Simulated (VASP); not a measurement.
Crystal: HfO7.

```xyz
8
Lattice="0.0000 3.4849 3.4849 3.4849 0.0000 3.4849 3.4849 3.4849 0.0000" Properties=species:S:1:pos:R:3 pbc="T T T"
Hf    0.0000    0.0000    0.0000
O     3.4849    3.4849    3.4849
O     1.7425    1.7425    0.0000
O     1.7425    3.4849    1.7425
O     3.4849    1.7425    1.7425
O     1.7425    1.7425    3.4849
O     1.7425    0.0000    1.7425
O     0.0000    1.7425    1.7425
```

* Program: VASP 6.6.1
* Task: relaxation of cell and atoms
* Functional: PBE
* Potentials or basis: VASP PAW PBE potentials, release 64 (Hf_pv, O)
* Cutoff: 600 eV
* k mesh: 4 × 4 × 4
* Occupations: gaussian, width 0.1 eV
* Spin: no spin polarisation

At the start: pressure -25.5 GPa; volume 10.58 Å³/atom.

Problem. Where does the relaxation end?

Solution. Over 3 steps the energy falls by 192.3 meV/atom and the volume is 8.59 Å³/atom (-18.8 %); space group Fm-3m (No. 225, to 0.05 Å).

The path:
| step | energy change (eV) | largest force (eV/Å) | pressure (GPa) | volume (Å³) |
| --- | --- | --- | --- | --- |
| 1 | 0.0000 | 0.0000 | -25.51 | 84.65 |
| 2 | -1.4428 | 0.0000 | 10.23 | 65.64 |
| 3 | -1.5383 | 0.0000 | 0.08 | 68.73 |

Final structure:
```cif
data_structure
_symmetry_space_group_name_H-M 'P 1'
_symmetry_Int_Tables_number 1
_cell_length_a 4.5979
_cell_length_b 4.5979
_cell_length_c 4.5979
_cell_angle_alpha 60.000
_cell_angle_beta 60.000
_cell_angle_gamma 60.000
_cell_volume 68.73
loop_
_atom_site_label
_atom_site_type_symbol
_atom_site_fract_x
_atom_site_fract_y
_atom_site_fract_z
_atom_site_occupancy
Hf1 Hf 0.00000 0.00000 0.00000 1
O1 O 0.50000 0.50000 0.50000 1
O2 O 0.00000 0.00000 0.50000 1
O3 O 0.50000 0.00000 0.50000 1
O4 O 0.00000 0.50000 0.50000 1
O5 O 0.50000 0.50000 0.00000 1
O6 O 0.00000 0.50000 0.00000 1
O7 O 0.50000 0.00000 0.00000 1
```

Caveat: the k points lie up to 0.42 Å⁻¹ apart in the final cell; the volume moved by over 15 % at a fixed basis, so the end points are rough.
